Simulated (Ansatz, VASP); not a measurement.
**Two plane-wave programs on BN**

```
B N
1.0
    -2.50399    0.00000    0.00000
    -1.25200   -2.16852    0.00000
     0.00000    0.00000   15.32240
B N
4 4
Direct
  0.33333 0.33333 0.76079
  0.33333 0.33333 0.32605
  0.66667 0.66667 0.10868
  0.66667 0.66667 0.54342
  0.33333 0.33333 0.10868
  0.33333 0.33333 0.54342
  0.66667 0.66667 0.76079
  0.66667 0.66667 0.32605
```

Alike in both runs: task single point; functional PBE; dispersion D3(BJ); k mesh 10 × 10 × 2; occupations gaussian, width 0.05 eV; no spin polarisation.

|  | VASP | Ansatz |
| --- | --- | --- |
| version | VASP 6.6.1 | Ansatz 0.2.0 |
| potentials or method | VASP PAW PBE potentials, release 64 (B, N), cutoff 520 eV | scalar-relativistic, plane waves, PAW |
| valence electrons in the cell | 32 | 32 |

```tsv
	VASP	Ansatz	Ansatz less VASP
gap on the k mesh at the Fermi level (eV)	4.33	4.34	+0.008
least direct gap on the mesh (eV)	4.73	4.74	+0.005
pressure (GPa)	0.7	0.6	-0.05
traceless stress, the component that is largest in VASP (GPa)	-1.12	-0.94	+0.180
rms of the force components (eV/Å)	0.010	0.010	+0.0001
```

Atom by atom the forces differ by 0.000 eV/Å (rms over components).
